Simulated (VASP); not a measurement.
# V (Im-3m) in VASP: notebook

Aim: see how the results for V move with the level of theory and the settings. Levels: PBEsol+D4, revPBE+D3(BJ). Tasks: single point.

Program: VASP 6.6.1. These are calculated values, not measurements. Logs are shortened: lines on timing, memory, paths and dates and some standing lists are left out, and cuts for length are marked.

## Step 1: The cell of the first run

Symmetry: Im-3m, No. 229, cubic system. Conventional cell: a = 2.967 Å, b = 2.967 Å, c = 2.967 Å, α = 90.00°, β = 90.00°, γ = 90.00°. V (site symmetry m-3m) has 14 V at 2.57 to 2.97 Å within 3.4 Å.

## Step 2: Single point, PBEsol+D4, collinear spin, ferromagnetic start

File INCAR:

```
ALGO = Normal
EDIFF = 1E-6
ENCUT = 520
GGA = PS
ISIF = 2
ISMEAR = -1
ISPIN = 2
IVDW = 13
LASPH = T
LCHARG = F
LMAXMIX = 4
LORBIT = 11
LREAL = F
LWAVE = F
MAGMOM = 2
NBANDS = 16
NELM = 150
PREC = Accurate
SIGMA = 0.05
```

File KPOINTS:

```
k-points
0
Gamma
  12 12 12
```

File POSCAR:

```
V
1.0
   -1.4834362237      1.4834362237      1.4834362237
    1.4834362237     -1.4834362237      1.4834362237
    1.4834362237      1.4834362237     -1.4834362237
V
1
Direct
    0.0000000000      0.0000000000      0.0000000000
```

Potentials or basis: VASP PAW PBE potentials, release 64 (V_sv).

On the command line:

```sh
$ cat potpaw_PBE.64/V_sv/POTCAR > POTCAR
$ mpirun -np 1 vasp_std > vasp.out
```

OUTCAR:

```text
EDIFF = 1E-6
   ENCUT = 520
   GGA = PS
   ISIF = 2
   ISMEAR = -1
   ISPIN = 2
   IVDW = 13
   LASPH = T
   LORBIT = 11
   LREAL = F
   NELM = 150
   PREC = Accurate

 ion  position               nearest neighbor table
   1  0.000  0.000  0.000-

  LATTYP: Found a body centered cubic cell.
 ALAT       =     2.9668724474

  Lattice vectors:

 A1 = (  -1.4834362237,   1.4834362237,   1.4834362237)
 A2 = (   1.4834362237,  -1.4834362237,   1.4834362237)
 A3 = (   1.4834362237,   1.4834362237,  -1.4834362237)

Analysis of symmetry for initial positions (statically):
=====================================================================
 Subroutine PRICEL returns:
 Original cell was already a primitive cell.

 Routine SETGRP: Setting up the symmetry group for a
 body centered cubic supercell.

 Subroutine GETGRP returns: Found 48 space group operations
 (whereof 48 operations were pure point group operations)
 out of a pool of 48 trial point group operations.

The static configuration has the point symmetry O_h .

Analysis of symmetry for dynamics (positions and initial velocities):
=====================================================================
 Subroutine PRICEL returns:
 Original cell was already a primitive cell.

 Routine SETGRP: Setting up the symmetry group for a
 body centered cubic supercell.

 Subroutine GETGRP returns: Found 48 space group operations
 (whereof 48 operations were pure point group operations)
 out of a pool of 48 trial point group operations.

The dynamic configuration has the point symmetry O_h .

Analysis of structural, dynamic, and magnetic symmetry:
=====================================================================
 Subroutine PRICEL returns:
 Original cell was already a primitive cell.

 Routine SETGRP: Setting up the symmetry group for a
 body centered cubic supercell.

 Subroutine GETGRP returns: Found 48 space group operations
 (whereof 48 operations were pure point group operations)
 out of a pool of 48 trial point group operations.

The overall configuration has the point symmetry O_h .

 Subroutine INISYM returns: Found 48 space group operations
 (whereof 48 operations are pure point group operations),
 and found     1 'primitive' translations

----------------------------------------------------------------------------------------

                                     Primitive cell

  volume of cell :      13.0577

  direct lattice vectors                    reciprocal lattice vectors
    -1.483436224  1.483436224  1.483436224     0.000000000  0.337055272  0.337055272
     1.483436224 -1.483436224  1.483436224     0.337055272  0.000000000  0.337055272
     1.483436224  1.483436224 -1.483436224     0.337055272  0.337055272  0.000000000

  length of vectors
     2.569386909  2.569386909  2.569386909     0.476668137  0.476668137  0.476668137

  position of ions in fractional coordinates (direct lattice)
     0.000000000  0.000000000  0.000000000

  ion indices of the primitive-cell ions
   primitive index   ion index
                 1           1

----------------------------------------------------------------------------------------

 KPOINTS: k-points

Automatic generation of k-mesh.
 Grid dimensions read from file:
 generate k-points for:   12   12   12

 Generating k-lattice:

  Cartesian coordinates                     Fractional coordinates (reciprocal lattice)
     0.000000000  0.028087939  0.028087939     0.083333333  0.000000000  0.000000000
     0.028087939  0.000000000  0.028087939     0.000000000  0.083333333  0.000000000
     0.028087939  0.028087939  0.000000000     0.000000000  0.000000000  0.083333333

  Length of vectors
     0.039722345  0.039722345  0.039722345

  Shift w.r.t. Gamma in fractional coordinates (k-lattice)
     0.000000000  0.000000000  0.000000000

 Subroutine IBZKPT returns following result:
 ===========================================

 Found     72 irreducible k-points:

 Following reciprocal coordinates:
            Coordinates               Weight
  0.000000  0.000000  0.000000      1.000000
  0.083333  0.000000  0.000000     12.000000
  0.166667  0.000000  0.000000     12.000000
  0.250000  0.000000  0.000000     12.000000
  0.333333  0.000000  0.000000     12.000000
  0.416667  0.000000  0.000000     12.000000
[... 16 lines left out ...]
  0.333333  0.083333  0.083333     24.000000
  0.416667  0.083333  0.083333     12.000000
 [... further k-points ...]
   k-points           NKPTS =     72   k-points in BZ     NKDIM =     72   number of bands    NBANDS=     16
   number of dos      NEDOS =    301   number of ions     NIONS =      1
   total plane-waves  NPLWV =   8000
   dimension x,y,z NGX =    20 NGY =   20 NGZ =   20
   dimension x,y,z NGXF=    40 NGYF=   40 NGZF=   40
   ions per type =               1
   NGX,Y,Z   is equivalent  to a cutoff of  12.94, 12.94, 12.94 a.u.
   NGXF,Y,Z  is equivalent  to a cutoff of  25.88, 25.88, 25.88 a.u.
 SYSTEM =  unknown system
   PREC   = accura    normal or accurate (medium, high low for compatibility)
   ISTART =      0    job   : 0-new  1-cont  2-samecut
   ICHARG =      2    charge: 1-file 2-atom 10-const
   ISPIN  =      2    spin polarized calculation?
   LNONCOLLINEAR =      F non collinear calculations
   LSORBIT =      F    spin-orbit coupling
   LASPH  =      T    aspherical Exc in radial PAW
   ENCUT  =  520.0 eV  38.22 Ry    6.18 a.u.   4.78  4.78  4.78*2*pi/ulx,y,z
   NELM   =    150;   NELMIN=  2; NELMDL= -5     # of ELM steps
   EDIFF  = 0.1E-05   stopping-criterion for ELM
   LREAL  =      F    real-space projection
[... 7 lines left out ...]
   TEBEG  =    0.0;   TEEND  =   0.0 temperature during run
   PSTRESS=    0.0 pullay stress
   NELECT =      13.0000    total number of electrons
   NUPDOWN=      -1.0000    fix difference up-down
   EMIN   =  10.00;   EMAX   =-10.00  energy-range for DOS
   EFERMI =   0.00;   METHOD = LEGACY
   ISMEAR =    -1;   SIGMA  =   0.05  broadening in eV -4-tet -1-fermi 0-gaus
   EFERMI_NEDOS =   21; number of points for ismear=-14 and -15
   IALGO  =     38    algorithm
   IMIX   =      4    mixing-type and parameters
     AMIX     =   0.40;   BMIX     =  1.00
     AMIX_MAG =   1.60;   BMIX_MAG =  1.00
  volume/ion in A,a.u.               =      13.06        88.12
  Fermi-wavevector in a.u.,A,eV,Ry     =   1.634684  3.089104 36.357364  2.672191
  Thomas-Fermi vector in A             =   2.726282
   LORBIT       =     11    0 simple, 1 ext, 2 COOP (PROOUT), +10 PAW based schemes
   GGA     = PS    functional components
   LHFCALC =     F    Hartree Fock is set to
   AEXX    =    0.0000 exact exchange contribution
   IVDW    =    13    specifies the selected vdW correction
   LEPSILON=     F    determine dielectric tensor
   LRPA    =     F    only Hartree local field effects (RPA)
 spin polarized calculation
  energy-cutoff  :      520.00
  volume of cell :       13.06
 maximum number of plane-waves:       370
   NGX =  9   NGY =  9   NGZ =  9

 number of electron      12.9999998 magnetization       0.0000934

 Free energy of the ion-electron system (eV)
  ---------------------------------------------------
  ext. energy  EPLUGINS =         0.00000000
  ---------------------------------------------------
  free energy    TOTEN  =        -9.63620669 eV

  energy without entropy =       -9.61841760  energy(sigma->0) =       -9.62731215

 E-fermi :   9.9470     XC(G=0): -13.2285

 val. band max:        9.9306670410   @ k =  -0.4167   0.5000   0.1667
 cond. band min:       9.9778836838   @ k =  -0.3333   0.3333   0.1667
 fundamental gap:      0.0472166428
 Fermi energy:         9.9469530680

 spin component 1

 k-point     1 :       0.0000    0.0000    0.0000
  band No.  band energies     occupation
      1     -53.4776      1.00000
      2     -26.8255      1.00000
      3     -26.8255      1.00000
      4     -26.8255      1.00000
      5       3.2890      1.00000
      6      10.3775      0.00018
[... 8 lines left out ...]
     15      38.0322      0.00000
     16      42.4956      0.00000

 k-point     2 :       0.0833    0.0000    0.0000
  band No.  band energies     occupation
      1     -53.4625      1.00000
      2     -26.8960      1.00000
      3     -26.8468      1.00000
      4     -26.8260      1.00000
      5       3.5766      1.00000
      6      10.2533      0.00218
[... 8 lines left out ...]
     15      38.4802      0.00000
     16      40.1399      0.00000
[... 387 lines left out ...]
      5       7.1437      1.00000
      6       8.7531      1.00000
[... 8 lines left out ...]
     15      39.6698      0.00000
     16      40.7391      0.00000

 k-point    24 :       0.4167    0.0833    0.0833
  band No.  band energies     occupation
      1     -53.2450      1.00000
      2     -27.7624      1.00000
      3     -27.1847      1.00000
      4     -26.8988      1.00000
      5       7.1339      1.00000
      6       8.6746      1.00000
[... 8 lines left out ...]
     15      39.9941      0.00000
     16      40.0177      0.00000

 [... further k-points ...]

 spin component 2

 k-point     1 :       0.0000    0.0000    0.0000
  band No.  band energies     occupation
      1     -53.4775      1.00000
      2     -26.8254      1.00000
      3     -26.8254      1.00000
      4     -26.8254      1.00000
      5       3.2890      1.00000
      6      10.3776      0.00018
[... 8 lines left out ...]
     15      38.0322      0.00000
     16      42.4957      0.00000

 k-point     2 :       0.0833    0.0000    0.0000
  band No.  band energies     occupation
      1     -53.4625      1.00000
      2     -26.8959      1.00000
      3     -26.8468      1.00000
      4     -26.8260      1.00000
      5       3.5767      1.00000
      6      10.2534      0.00218
[... 8 lines left out ...]
     15      38.4802      0.00000
     16      40.1399      0.00000
[... 387 lines left out ...]
      5       7.1438      1.00000
      6       8.7532      1.00000
[... 8 lines left out ...]
     15      39.6699      0.00000
     16      40.7392      0.00000

 k-point    24 :       0.4167    0.0833    0.0833
  band No.  band energies     occupation
      1     -53.2449      1.00000
      2     -27.7623      1.00000
      3     -27.1846      1.00000
      4     -26.8987      1.00000
      5       7.1340      1.00000
      6       8.6747      1.00000
[... 8 lines left out ...]
     15      39.9942      0.00000
     16      40.0178      0.00000

 [... further k-points ...]

------------------------ aborting loop because EDIFF is reached ----------------------------------------

  DFT-D4 for vdW energy calculation

  Edisp (eV):   -0.19522

  FORCE on cell =-STRESS in cart. coord.  units (eV):
  Direction    XX          YY          ZZ          XY          YZ          ZX
  --------------------------------------------------------------------------------------
  -------------------------------------------------------------------------------------
  Total      -0.30402    -0.30402    -0.30402     0.00000     0.00000    -0.00000
  in kB     -37.30347   -37.30347   -37.30347     0.00000     0.00000    -0.00000
  external pressure =      -37.30 kB  Pullay stress =        0.00 kB

 VOLUME and BASIS-vectors are now :
 -----------------------------------------------------------------------------
  energy-cutoff  :      520.00
  volume of cell :       13.06
      direct lattice vectors                 reciprocal lattice vectors
    -1.483436224  1.483436224  1.483436224     0.000000000  0.337055272  0.337055272
     1.483436224 -1.483436224  1.483436224     0.337055272  0.000000000  0.337055272
     1.483436224  1.483436224 -1.483436224     0.337055272  0.337055272  0.000000000

 POSITION                                       TOTAL-FORCE (eV/Angst)
 -----------------------------------------------------------------------------------
      0.00000      0.00000      0.00000        -0.000000      0.000000     -0.000000
 -----------------------------------------------------------------------------------
    total drift:                                0.000000     -0.000000      0.000000

  FREE ENERGIE OF THE ION-ELECTRON SYSTEM (eV)
  ---------------------------------------------------
  free  energy   TOTEN  =        -9.8314243863 eV

  energy  without entropy=       -9.8136353014  energy(sigma->0) =       -9.82252984

 total charge

# of ion       s       p       d       tot
------------------------------------------
    1        2.352   6.232   3.130  11.715

 magnetization (x)

# of ion       s       p       d       tot
------------------------------------------
    1        0.000   0.000   0.000   0.000
```

It took 20 s on 1 thread of Intel Xeon 6975P-C (Granite Rapids), shared host; peak memory 0.14 GiB.

What came out:

| Item | Value |
| --- | --- |
| Free energy | -9.8314 eV |
| Pressure | -3.7 GPa |
| Net moment | 0.00 μB per cell |
| Valence electrons inside the program's atomic spheres | V 11.71 |
| Dispersion energy per atom | -0.195 eV |

Caveat: the PAW data sets were made with another functional, which shifts forces and pressure a little; pairwise dispersion overbinds metals, which lowers pressure and volume.

## Step 3: Single point, revPBE+D3(BJ), collinear spin, ferromagnetic start

File INCAR:

```
PREC = Accurate
ENCUT = 520
EDIFF = 1E-7
ISMEAR = -1
SIGMA = 0.05
LREAL = F
LASPH = T
NELM = 150
ALGO = Normal
ISIF = 2
LWAVE = F
LCHARG = F
ISPIN = 2
MAGMOM = 2
LORBIT = 11
LMAXMIX = 4
GGA = RE
IVDW = 12
NBANDS = 16
```

File KPOINTS:

```
Automatic mesh
0
Gamma
  12 12 12
```

POSCAR is that of step 2.

Potentials or basis: VASP PAW PBE potentials, release 64 (V_sv).

On the command line:

```sh
$ cat potpaw_PBE.64/V_sv/POTCAR > POTCAR
$ mpirun -np 1 vasp_std > vasp.out
```

It took 21 s on 1 thread of Intel Xeon 6975P-C (Granite Rapids), shared host; peak memory 0.15 GiB.

The run converged. Its results:

```yaml
Free_energy: -9.9107 eV
Pressure: -7.6 GPa
Net_moment: 0.00 μB per cell
Valence_electrons_inside_the_program's_atomic_spheres: V 11.70
Dispersion_energy_per_atom: -1.316 eV
```

Levels at points of the mesh, in eV from the Fermi level:
Spin up:
| k point | band 2 | band 3 | band 4 | band 5 | band 6 | band 7 | band 8 | band 9 | band 10 | band 11 |
| --- | --- | --- | --- | --- | --- | --- | --- | --- | --- | --- |
| (0.00, 0.00, 0.00) | -36.97 | -36.97 | -36.97 | -6.65 | 0.43 | 0.43 | 0.43 | 2.53 | 2.53 | 20.72 |
| (0.50, 0.00, 0.00) | -37.96 | -37.28 | -36.98 | -3.27 | -1.17 | 1.74 | 2.53 | 2.91 | 4.29 | 10.58 |
| (0.50, 0.50, 0.50) | -37.64 | -37.64 | -37.64 | -3.13 | -3.13 | 3.88 | 3.88 | 3.88 | 10.51 | 10.51 |
Spin down:
| k point | band 3 | band 4 | band 5 | band 6 | band 7 | band 8 | band 9 | band 10 |
| --- | --- | --- | --- | --- | --- | --- | --- | --- |
| (0.00, 0.00, 0.00) | -36.97 | -36.97 | -6.65 | 0.43 | 0.43 | 0.43 | 2.53 | 2.53 |
| (0.50, 0.00, 0.00) | -37.28 | -36.98 | -3.27 | -1.17 | 1.74 | 2.53 | 2.91 | 4.29 |
| (0.50, 0.50, 0.50) | -37.64 | -37.64 | -3.13 | -3.13 | 3.88 | 3.88 | 3.88 | 10.51 |

Caveat: the PAW data sets were made with another functional, which shifts forces and pressure a little; pairwise dispersion overbinds metals, which lowers pressure and volume.

## Step 4: Single point, PBEsol+D4, collinear spin, ferromagnetic start

This run uses another cell than the first one, of 13.34 Å³/atom, 1.021 times its volume.

File INCAR:

```
SYSTEM = V
ALGO     = Fast           ! electronic algorithm
EDIFF    = 1E-6           ! SCF threshold, eV
ENCUT    = 520            ! plane-wave cutoff, eV
GGA      = PS             ! functional
ISIF     = 2              ! what is computed and relaxed
ISMEAR   = -1             ! smearing method
ISPIN    = 2              ! spin polarisation
IVDW     = 13             ! dispersion correction
LASPH    = .True.         ! aspherical terms in the spheres
LCHARG   = .False.        ! write CHGCAR
LMAXMIX  = 4              ! l up to which the mixer works
LORBIT   = 11             ! projections on sites
LREAL    = .False.        ! projectors in reciprocal space
LWAVE    = .False.        ! write WAVECAR
MAGMOM   = 2              ! initial moments
NBANDS   = 16             ! bands
NELM     = 150            ! most SCF steps
PREC     = Accurate       ! precision mode
SIGMA    = 0.05           ! smearing width, eV
```

File KPOINTS:

```
k-points
0
Gamma
  12 12 12
  0 0 0
```

File POSCAR:

```
V
1.0
   -1.4938833019      1.4938833019      1.4938833019
    1.4938833019     -1.4938833019      1.4938833019
    1.4938833019      1.4938833019     -1.4938833019
V
1
Direct
    0.0000000000      0.0000000000      0.0000000000
```

On the command line:

```sh
$ cat potpaw_PBE.64/V_sv/POTCAR > POTCAR
$ mpirun -np 1 vasp_std > vasp.out
```

It took 17 s on 1 thread of Intel Xeon 6975P-C (Granite Rapids), shared host; peak memory 0.14 GiB.

It converged, with:

```
Free energy                                           : -9.8218 eV
Pressure                                              : -7.4 GPa
Net moment                                            : 0.01 μB per cell
Valence electrons inside the program's atomic spheres : V 11.68
Dispersion energy per atom                            : -0.191 eV
```

Levels at points of the mesh, in eV from the Fermi level:
Spin up:
| k point | band 3 | band 4 | band 5 | band 6 | band 7 | band 8 | band 9 | band 10 |
| --- | --- | --- | --- | --- | --- | --- | --- | --- |
| (0.00, 0.00, 0.00) | -36.84 | -36.84 | -6.62 | 0.42 | 0.42 | 0.42 | 2.45 | 2.45 |
| (0.50, 0.00, 0.00) | -37.13 | -36.85 | -3.21 | -1.15 | 1.69 | 2.46 | 2.82 | 4.20 |
| (0.50, 0.50, 0.50) | -37.48 | -37.48 | -3.05 | -3.05 | 3.80 | 3.80 | 3.80 | 10.27 |
Spin down:
```csv
k point,band 4,band 5,band 6,band 7,band 8,band 9
"(0.00, 0.00, 0.00)",-36.83,-6.61,0.43,0.43,0.43,2.46
"(0.50, 0.00, 0.00)",-36.84,-3.21,-1.14,1.69,2.47,2.83
"(0.50, 0.50, 0.50)",-37.47,-3.04,-3.04,3.81,3.81,3.81
```

Caveat: the PAW data sets were made with another functional, which shifts forces and pressure a little; pairwise dispersion overbinds metals, which lowers pressure and volume.

## Step 5: Single point, revPBE+D3(BJ), collinear spin, ferromagnetic start

This run uses another cell than the first one, of 13.34 Å³/atom, 1.021 times its volume.

File INCAR:

```
PREC = Accurate
ENCUT = 520
EDIFF = 1E-7
ISMEAR = -1
SIGMA = 0.05
LREAL = F
LASPH = T
NELM = 150
ALGO = Normal
ISIF = 2
LWAVE = F
LCHARG = F
ISPIN = 2
MAGMOM = 2
LORBIT = 11
LMAXMIX = 4
GGA = RE
IVDW = 12
NBANDS = 16
```

File KPOINTS:

```
Automatic mesh
0
Gamma
  12 12 12
```

POSCAR is that of step 4.

On the command line:

```sh
$ cat potpaw_PBE.64/V_sv/POTCAR > POTCAR
$ mpirun -np 1 vasp_std > vasp.out
```

It took 20 s on 1 thread of Intel Xeon 6975P-C (Granite Rapids), shared host; peak memory 0.15 GiB.

Results (log left out):

```yaml
Free_energy: -9.8946 eV
Pressure: -11.1 GPa
Net_moment: 0.00 μB per cell
Valence_electrons_inside_the_program's_atomic_spheres: V 11.66
Dispersion_energy_per_atom: -1.288 eV
```

Levels at points of the mesh, in eV from the Fermi level:
Spin up:
| k point | band 3 | band 4 | band 5 | band 6 | band 7 | band 8 | band 9 | band 10 |
| --- | --- | --- | --- | --- | --- | --- | --- | --- |
| (0.00, 0.00, 0.00) | -37.03 | -37.03 | -6.61 | 0.43 | 0.43 | 0.43 | 2.47 | 2.47 |
| (0.50, 0.00, 0.00) | -37.32 | -37.04 | -3.20 | -1.13 | 1.66 | 2.47 | 2.84 | 4.18 |
| (0.50, 0.50, 0.50) | -37.66 | -37.66 | -3.03 | -3.03 | 3.78 | 3.78 | 3.78 | 10.31 |
Spin down:
```csv
k point,band 2,band 3,band 4,band 5,band 6,band 7,band 8,band 9,band 10,band 11
"(0.00, 0.00, 0.00)",-37.03,-37.03,-37.03,-6.61,0.43,0.43,0.43,2.47,2.47,20.56
"(0.50, 0.00, 0.00)",-37.95,-37.32,-37.04,-3.20,-1.13,1.66,2.47,2.84,4.18,10.31
"(0.50, 0.50, 0.50)",-37.66,-37.66,-37.66,-3.03,-3.03,3.78,3.78,3.78,10.31,10.31
```

Caveat: the PAW data sets were made with another functional, which shifts forces and pressure a little; pairwise dispersion overbinds metals, which lowers pressure and volume.

(Part 1 of 2 ends here.)
